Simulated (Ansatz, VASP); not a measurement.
**Si3N4 in VASP and in Ansatz**

```
CELL_PARAMETERS angstrom
0.00000 3.73215 3.73215
3.73215 0.00000 3.73215
3.73215 3.73215 0.00000
ATOMIC_POSITIONS crystal
Si 0.12500 0.12500 0.62500
Si 0.12500 0.62500 0.12500
Si 0.62500 0.12500 0.12500
Si 0.12500 0.12500 0.12500
Si 0.75000 0.75000 0.75000
Si 0.50000 0.50000 0.50000
N 0.36802 0.36802 0.36802
N 0.35405 0.88198 0.88198
N 0.88198 0.88198 0.35405
N 0.88198 0.35405 0.88198
N 0.36802 0.36802 0.89595
N 0.36802 0.89595 0.36802
N 0.88198 0.88198 0.88198
N 0.89595 0.36802 0.36802
```

Alike in both runs: task relaxation of the atoms; functional PBE; k mesh 6 × 6 × 6; occupations gaussian, width 0.02 eV; no spin polarisation.

```csv
,VASP,Ansatz
version,VASP 6.6.1,Ansatz 0.2.0
potentials or method,"VASP PAW PBE potentials, release 64 (Si, N), cutoff 520 eV","scalar-relativistic, plane waves, PAW"
valence electrons in the cell,64,64
```

Ansatz gave:

| Quantity | Value |
| --- | --- |
| gap on the k mesh at the Fermi level, each at its own relaxed structure (eV) | 3.86 |

Problem. Which values does VASP return?

Solution. gap on the k mesh at the Fermi level, each at its own relaxed structure (eV): 3.85.

Ansatz's warnings: stress scf threshold loose.
